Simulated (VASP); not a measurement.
# Pt (Fm-3m) in VASP: further runs

Pt is run at these levels: LDA; tasks: single point, relaxation of cell and atoms.

Everything below comes from runs of VASP 6.6.1. Logs are shortened: lines on timing, memory, paths and dates and some standing lists are left out, and cuts for length are marked.

### Step 1. The cell of the first run

It takes space group Fm-3m (No. 225, cubic). The conventional cell has a = 3.894 Å, b = 3.894 Å, c = 3.894 Å, α = 90.00°, β = 90.00°, γ = 90.00°. Pt (site symmetry m-3m) has 12 Pt at 2.75 Å within 3.6 Å.

### Step 2. Single point, LDA

INCAR reads:

```
SYSTEM = Pt
PREC = Accurate
ENCUT = 520
EDIFF = 1E-6
ISMEAR = 0
SIGMA = 0.1
LREAL = .FALSE.
LASPH = .TRUE.
NELM = 60
ALGO = Fast
ISIF = 2
LWAVE = .FALSE.
LCHARG = .TRUE.
LELF = .TRUE.
LVHAR = .TRUE.
NBANDS = 11
```

KPOINTS reads:

```
regular mesh
0
G
  18 18 18
  0 0 0
```

POSCAR reads:

```
Pt
1.0
    0.0000000000      1.9468328700      1.9468328700
    1.9468328700      0.0000000000      1.9468328700
    1.9468328700      1.9468328700      0.0000000000
Pt
1
Direct
    0.0000000000      0.0000000000      0.0000000000
```

Potentials or basis: VASP PAW LDA potentials, release 64 (Pt).

Run with:

```bash
cat potpaw_LDA.64/Pt/POTCAR > POTCAR
mpirun -np 1 vasp_std > vasp.out
```

OUTCAR:

```text
SYSTEM = Pt
   PREC = Accurate
   ENCUT = 520
   EDIFF = 1E-6
   ISMEAR = 0
   LREAL = .FALSE.
   LASPH = .TRUE.
   NELM = 60
   ISIF = 2

 ion  position               nearest neighbor table
   1  0.000  0.000  0.000-

  LATTYP: Found a face centered cubic cell.
 ALAT       =     3.8936657400

  Lattice vectors:

 A1 = (   0.0000000000,   1.9468328700,   1.9468328700)
 A2 = (   1.9468328700,   0.0000000000,   1.9468328700)
 A3 = (   1.9468328700,   1.9468328700,   0.0000000000)

Analysis of symmetry for initial positions (statically):
=====================================================================
 Subroutine PRICEL returns:
 Original cell was already a primitive cell.

 Routine SETGRP: Setting up the symmetry group for a
 face centered cubic supercell.

 Subroutine GETGRP returns: Found 48 space group operations
 (whereof 48 operations were pure point group operations)
 out of a pool of 48 trial point group operations.

The static configuration has the point symmetry O_h .

Analysis of symmetry for dynamics (positions and initial velocities):
=====================================================================
 Subroutine PRICEL returns:
 Original cell was already a primitive cell.

 Routine SETGRP: Setting up the symmetry group for a
 face centered cubic supercell.

 Subroutine GETGRP returns: Found 48 space group operations
 (whereof 48 operations were pure point group operations)
 out of a pool of 48 trial point group operations.

The dynamic configuration has the point symmetry O_h .

 Subroutine INISYM returns: Found 48 space group operations
 (whereof 48 operations are pure point group operations),
 and found     1 'primitive' translations

----------------------------------------------------------------------------------------

                                     Primitive cell

  volume of cell :      14.7576

  direct lattice vectors                    reciprocal lattice vectors
     0.000000000  1.946832870  1.946832870    -0.256827388  0.256827388  0.256827388
     1.946832870  0.000000000  1.946832870     0.256827388 -0.256827388  0.256827388
     1.946832870  1.946832870  0.000000000     0.256827388  0.256827388 -0.256827388

  length of vectors
     2.753237448  2.753237448  2.753237448     0.444838084  0.444838084  0.444838084

  position of ions in fractional coordinates (direct lattice)
     0.000000000  0.000000000  0.000000000

  ion indices of the primitive-cell ions
   primitive index   ion index
                 1           1

----------------------------------------------------------------------------------------

 KPOINTS: regular mesh

Automatic generation of k-mesh.
 Grid dimensions read from file:
 generate k-points for:   18   18   18

 Generating k-lattice:

  Cartesian coordinates                     Fractional coordinates (reciprocal lattice)
    -0.014268188  0.014268188  0.014268188     0.055555556  0.000000000  0.000000000
     0.014268188 -0.014268188  0.014268188     0.000000000  0.055555556  0.000000000
     0.014268188  0.014268188 -0.014268188     0.000000000  0.000000000  0.055555556

  Length of vectors
     0.024713227  0.024713227  0.024713227

  Shift w.r.t. Gamma in fractional coordinates (k-lattice)
     0.000000000  0.000000000  0.000000000

 Subroutine IBZKPT returns following result:
 ===========================================

 Found    195 irreducible k-points:

 Following reciprocal coordinates:
            Coordinates               Weight
  0.000000  0.000000  0.000000      1.000000
  0.055556  0.000000  0.000000      8.000000
  0.111111  0.000000  0.000000      8.000000
  0.166667  0.000000  0.000000      8.000000
  0.222222  0.000000  0.000000      8.000000
  0.277778  0.000000  0.000000      8.000000
[... 16 lines left out ...]
 -0.277778  0.055556  0.000000     24.000000
 -0.222222  0.055556  0.000000     24.000000
 [... further k-points ...]
   k-points           NKPTS =    195   k-points in BZ     NKDIM =    195   number of bands    NBANDS=     11
   number of dos      NEDOS =    301   number of ions     NIONS =      1
   total plane-waves  NPLWV =   8000
   dimension x,y,z NGX =    20 NGY =   20 NGZ =   20
   dimension x,y,z NGXF=    40 NGYF=   40 NGZF=   40
   ions per type =               1
   NGX,Y,Z   is equivalent  to a cutoff of  12.08, 12.08, 12.08 a.u.
   NGXF,Y,Z  is equivalent  to a cutoff of  24.15, 24.15, 24.15 a.u.
 SYSTEM =  Pt
   PREC   = accura    normal or accurate (medium, high low for compatibility)
   ISTART =      0    job   : 0-new  1-cont  2-samecut
   ICHARG =      2    charge: 1-file 2-atom 10-const
   ISPIN  =      1    spin polarized calculation?
   LNONCOLLINEAR =      F non collinear calculations
   LSORBIT =      F    spin-orbit coupling
   LASPH  =      T    aspherical Exc in radial PAW
   ENCUT  =  520.0 eV  38.22 Ry    6.18 a.u.   5.12  5.12  5.12*2*pi/ulx,y,z
   NELM   =     60;   NELMIN=  2; NELMDL= -5     # of ELM steps
   EDIFF  = 0.1E-05   stopping-criterion for ELM
   LREAL  =      F    real-space projection
   EDIFFG = 0.1E-04   stopping-criterion for IOM
   NSW    =      0    number of steps for IOM
   IBRION =     -1    ionic relax: 0-MD 1-quasi-New 2-CG
   NFREE  =      0    steps in history (QN), initial steepest desc. (CG)
   ISIF   =      2    stress and relaxation
   ISYM   =      2    0-nonsym 1-usesym 2-fastsym
   POTIM  = 0.5000    time-step for ionic-motion
   TEBEG  =    0.0;   TEEND  =   0.0 temperature during run
   PSTRESS=    0.0 pullay stress
   NELECT =      10.0000    total number of electrons
   NUPDOWN=      -1.0000    fix difference up-down
   EMIN   =  10.00;   EMAX   =-10.00  energy-range for DOS
   EFERMI =   0.00;   METHOD = LEGACY
   ISMEAR =     0;   SIGMA  =   0.10  broadening in eV -4-tet -1-fermi 0-gaus
   EFERMI_NEDOS =   21; number of points for ismear=-14 and -15
   IALGO  =     68    algorithm
   IMIX   =      4    mixing-type and parameters
     AMIX     =   0.40;   BMIX     =  1.00
     AMIX_MAG =   1.60;   BMIX_MAG =  1.00
  volume/ion in A,a.u.               =      14.76        99.59
  Fermi-wavevector in a.u.,A,eV,Ry     =   1.437925  2.717284 28.131782  2.067628
  Thomas-Fermi vector in A             =   2.556948
   LORBIT       =      0    0 simple, 1 ext, 2 COOP (PROOUT), +10 PAW based schemes
   GGA     = CA    functional components
   LHFCALC =     F    Hartree Fock is set to
   AEXX    =    0.0000 exact exchange contribution
   IVDW    =     0    specifies the selected vdW correction
   LEPSILON=     F    determine dielectric tensor
   LRPA    =     F    only Hartree local field effects (RPA)
 non-spin polarized calculation
 RMM-DIIS sequential band-by-band and
 Gauss-broadening in eV      SIGMA  =   0.10
  energy-cutoff  :      520.00
  volume of cell :       14.76
 maximum number of plane-waves:       411
   NGX = 11   NGY = 11   NGZ = 11

 number of electron      10.0000000 magnetization

 Free energy of the ion-electron system (eV)
  ---------------------------------------------------
  ext. energy  EPLUGINS =         0.00000000
  ---------------------------------------------------
  free energy    TOTEN  =        -7.50701588 eV

  energy without entropy =       -7.49670775  energy(sigma->0) =       -7.50186182

 E-fermi :  11.5696     XC(G=0): -13.8138

 val. band max:       11.5648694614   @ k =  -0.3333   0.3889   0.1111
 cond. band min:      11.5808531641   @ k =   0.3889   0.2222   0.0000
 fundamental gap:      0.0159837026
 Fermi energy:        11.5695508428

 k-point     1 :       0.0000    0.0000    0.0000
  band No.  band energies     occupation
      1       1.0754      2.00000
      2       7.6101      2.00000
      3       7.6101      2.00000
      4       7.6101      2.00000
      5       9.8812      2.00000
      6       9.8812      2.00000
      7      26.1241      0.00000
      8      31.1686      0.00000
      9      31.1686      0.00000
     10      31.1686      0.00000
     11      36.7020      0.00000

 k-point     2 :       0.0556    0.0000    0.0000
  band No.  band energies     occupation
      1       1.2028      2.00000
      2       7.5516      2.00000
      3       7.6618      2.00000
      4       7.6618      2.00000
      5       9.8512      2.00000
      6       9.8512      2.00000
      7      26.3276      0.00000
      8      30.5104      0.00000
      9      31.3686      0.00000
     10      31.3686      0.00000
     11      37.4463      0.00000

 k-point     3 :       0.1111    0.0000    0.0000
  band No.  band energies     occupation
      1       1.5732      2.00000
      2       7.4018      2.00000
      3       7.7974      2.00000
      4       7.7974      2.00000
      5       9.7867      2.00000
      6       9.7867      2.00000
      7      26.8845      0.00000
      8      29.1230      0.00000
      9      31.9509      0.00000
     10      31.9509      0.00000
     11      38.3524      0.00000

 k-point     4 :       0.1667    0.0000    0.0000
  band No.  band energies     occupation
      1       2.1448      2.00000
      2       7.2352      2.00000
      3       7.9509      2.00000
      4       7.9509      2.00000
      5       9.7670      2.00000
      6       9.7670      2.00000
      7      27.5408      0.00000
      8      27.6013      0.00000
      9      32.8599      0.00000
     10      32.8599      0.00000
     11      36.7717      0.00000
[... 239 lines left out ...]
 k-point    22 :      -0.3333    0.0556    0.0000
  band No.  band energies     occupation
      1       3.9957      2.00000
      2       7.7197      2.00000
      3       7.8379      2.00000
      4       8.2776      2.00000
      5      10.5839      2.00000
      6      11.3605      1.99688
      7      21.3965      0.00000
      8      26.8656      0.00000
      9      31.3560      0.00000
     10      33.3260      0.00000
     11      36.5322      0.00000

 k-point    23 :      -0.2778    0.0556    0.0000
  band No.  band energies     occupation
      1       3.7112      2.00000
      2       7.4462      2.00000
      3       7.9113      2.00000
      4       7.9874      2.00000
      5      10.0691      2.00000
      6      10.8358      2.00000
      7      23.4537      0.00000
      8      27.6260      0.00000
      9      32.3270      0.00000
     10      34.8698      0.00000
     11      35.1970      0.00000

 k-point    24 :      -0.2222    0.0556    0.0000
  band No.  band energies     occupation
      1       3.1561      2.00000
      2       7.1040      2.00000
      3       8.0226      2.00000
      4       8.0917      2.00000
      5       9.6664      2.00000
      6      10.3786      2.00000
      7      25.3574      0.00000
      8      28.1613      0.00000
      9      32.8142      0.00000
     10      34.1748      0.00000
     11      35.4369      0.00000

 [... further k-points ...]

------------------------ aborting loop because EDIFF is reached ----------------------------------------

  FORCE on cell =-STRESS in cart. coord.  units (eV):
  Direction    XX          YY          ZZ          XY          YZ          ZX
  --------------------------------------------------------------------------------------
  -------------------------------------------------------------------------------------
  Total        0.0759931      0.0759931      0.0759931      0.0000000      0.0000000      0.0000000
  in kB        8.2502826      8.2502826      8.2502826      0.0000000      0.0000000      0.0000000
  external PRESSURE =       8.2502826 kB  Pullay stress =       0.0000000 kB

 VOLUME and BASIS-vectors are now :
 -----------------------------------------------------------------------------
  energy-cutoff  :      520.00
  volume of cell :       14.76
      direct lattice vectors                 reciprocal lattice vectors
     0.000000000  1.946832870  1.946832870    -0.256827388  0.256827388  0.256827388
     1.946832870  0.000000000  1.946832870     0.256827388 -0.256827388  0.256827388
     1.946832870  1.946832870  0.000000000     0.256827388  0.256827388 -0.256827388

 POSITION                                       TOTAL-FORCE (eV/Angst)
 -----------------------------------------------------------------------------------
      0.00000      0.00000      0.00000        -0.000000     -0.000000     -0.000000
 -----------------------------------------------------------------------------------
    total drift:                                0.000000     -0.000000     -0.000000

  FREE ENERGIE OF THE ION-ELECTRON SYSTEM (eV)
  ---------------------------------------------------
  free  energy   TOTEN  =        -7.5070158832 eV

  energy  without entropy=       -7.4967077540  energy(sigma->0) =       -7.50186182
```

Run time: 21 s. Hardware: 1 thread of Intel Xeon 6975P-C, shared host; peak memory 0.15 GiB.

What came out:

| Property | Result |
| --- | --- |
| Free energy | -7.5070 eV |
| Pressure | 0.8 GPa |
| Band gap on the k mesh | zero (band 5 reaches 12.08 eV, above the bottom of band 6 at 9.77 eV) |

Caveat: spin-orbit coupling is left out, which moves the levels of the heavy elements.

### Step 3. Single point, LDA

INCAR reads:

```
SYSTEM = Pt
  ALGO = Fast
  EDIFF = 1E-6
  ENCUT = 520
  GGA = CA
  ISIF = 2
  ISMEAR = 0
  LASPH = .TRUE.
  LCHARG = .FALSE.
  LREAL = .FALSE.
  LWAVE = .FALSE.
  NBANDS = 11
  NELM = 60
  PREC = Accurate
  SIGMA = 0.15
```

KPOINTS reads:

```
k-points
0
G
  20 20 20
  0 0 0
```

POSCAR is that of step 2.

Potentials or basis: VASP PAW LDA potentials, release 64 (Pt).

Run with:

```bash
cat potpaw_LDA.64/Pt/POTCAR > POTCAR
mpirun -np 1 vasp_std > vasp.out
```

It took 31 s on 1 thread of Intel Xeon 6975P-C, shared host; peak memory 0.15 GiB.

It converged, with:

* Free energy: -7.5160 eV
* Pressure: 0.9 GPa
* Band gap on the k mesh: zero (band 5 reaches 12.09 eV, above the bottom of band 6 at 9.77 eV)

Levels at points of the mesh, in eV from the Fermi level:
```
           k point  band 2  band 3  band 4  band 5  band 6  band 7  band 8  band 9
(0.00, 0.00, 0.00)   -3.96   -3.96   -3.96   -1.69   -1.69   14.55   19.59   19.59
(0.50, 0.00, 0.00)   -4.02   -4.02   -0.58    0.04    0.04    5.99   14.12   19.03
(0.50, 0.50, 0.00)   -6.89    0.02    0.51    0.51    1.71    9.10   11.40   11.40
```

Caveat: spin-orbit coupling is left out, which moves the levels of the heavy elements.

### Step 4. Single point, LDA

INCAR reads:

```
SYSTEM = Pt
PREC = Accurate ; ENCUT = 520
EDIFF = 1E-7 ; ISMEAR = 0
SIGMA = 0.15 ; LREAL = .FALSE.
LASPH = .TRUE. ; NELM = 60
ALGO = Normal ; ISIF = 2
LWAVE = .FALSE. ; LCHARG = .FALSE.
NBANDS = 11
```

KPOINTS reads:

```
Automatic mesh
0
G
  22 22 22
  0 0 0
```

POSCAR is that of step 3.

Run with:

```bash
cat potpaw_LDA.64/Pt/POTCAR > POTCAR
mpirun -np 1 vasp_std > vasp.out
```

It took 30 s on 1 thread of Intel Xeon 6975P-C, shared host; peak memory 0.16 GiB.

The run converged. Its results:

```
Free energy            : -7.5167 eV
Pressure               : 0.9 GPa
Band gap on the k mesh : zero (band 5 reaches 12.09 eV, above the bottom of band 6 at 9.77 eV)
```

Levels at points of the mesh, in eV from the Fermi level:
| k point | band 2 | band 3 | band 4 | band 5 | band 6 | band 7 | band 8 | band 9 |
| --- | --- | --- | --- | --- | --- | --- | --- | --- |
| (0.00, 0.00, 0.00) | -3.95 | -3.95 | -3.95 | -1.68 | -1.68 | 14.56 | 19.60 | 19.60 |
| (0.50, 0.00, 0.00) | -4.01 | -4.01 | -0.57 | 0.05 | 0.05 | 6.00 | 14.13 | 19.04 |
| (0.50, 0.50, 0.00) | -6.88 | 0.03 | 0.52 | 0.52 | 1.73 | 9.11 | 11.41 | 11.41 |

Caveat: spin-orbit coupling is left out, which moves the levels of the heavy elements.

### Step 5. Relaxation of cell and atoms, LDA

This run uses another cell than the first one, of 15.01 Å³/atom, 1.017 times its volume.

INCAR reads:

```
PREC = Accurate ; ENCUT = 600
EDIFF = 1E-6 ; ISMEAR = 0
SIGMA = 0.1 ; LREAL = False
LASPH = True ; NELM = 80
ALGO = Fast ; ISIF = 3
LWAVE = False ; LCHARG = False
IBRION = 2 ; NSW = 100
EDIFFG = -0.005
```

KPOINTS reads:

```
Automatic mesh
0
Gamma
  18 18 18
```

POSCAR reads:

```
Pt
1.0
    0.0000000000      1.9579000000      1.9579000000
    1.9579000000      0.0000000000      1.9579000000
    1.9579000000      1.9579000000      0.0000000000
Pt
1
Direct
    0.0000000000      0.0000000000      0.0000000000
```

Run with:

```bash
cat potpaw_LDA.64/Pt/POTCAR > POTCAR
mpirun -np 1 vasp_std > vasp.out
```

It took 74 s on 1 thread of Intel Xeon 6975P-C, shared host; peak memory 0.18 GiB.

Results (log left out):

| Quantity | Value |
| --- | --- |
| Free energy | -7.5073 eV |
| Relaxed volume | 14.80 Å³/atom |
| Relaxed cell | a = 2.756 Å, b = 2.756 Å, c = 2.756 Å, α = 60.00°, β = 60.00°, γ = 60.00° |
| Space group after relaxing (to 0.05 Å) | Fm-3m (No. 225) |
| Energy gained by relaxing | 2.8 meV/atom |
| Ionic steps | 6 |
| Pressure after relaxing | 0.0 GPa |
| Band gap on the k mesh | zero (band 5 reaches 12.02 eV, above the bottom of band 6 at 9.72 eV) |

Step by step:
```tsv
step	energy change (eV)	largest force (eV/Å)	pressure (GPa)	volume (Å³)
1	0.0000	0.0000	-4.14	15.01
2	0.0241	0.0000	14.67	14.18
3	-0.0028	0.0000	-0.16	14.80
4	-0.0028	0.0000	0.06	14.80
5	-0.0028	0.0000	-0.10	14.81
6	-0.0028	0.0000	0.01	14.80
```

Final structure:
```
Pt
1.0
     0.00000    1.94868    1.94868
     1.94868    0.00000    1.94868
     1.94868    1.94868    0.00000
Pt
1
Direct
  0.00000 0.00000 0.00000
```

Levels at points of the mesh, in eV from the Fermi level:
```
           k point  band 3  band 4  band 5  band 6  band 7  band 8
(0.00, 0.00, 0.00)   -3.94   -3.94   -1.68   -1.68   14.56   19.59
(0.50, 0.00, 0.00)   -4.00   -0.56    0.04    0.04    5.97   14.14
(0.50, 0.50, 0.00)    0.03    0.51    0.51    1.73    9.07   11.39
```

Caveat: spin-orbit coupling is left out, which moves the levels of the heavy elements.

[end of part 1 of 2]
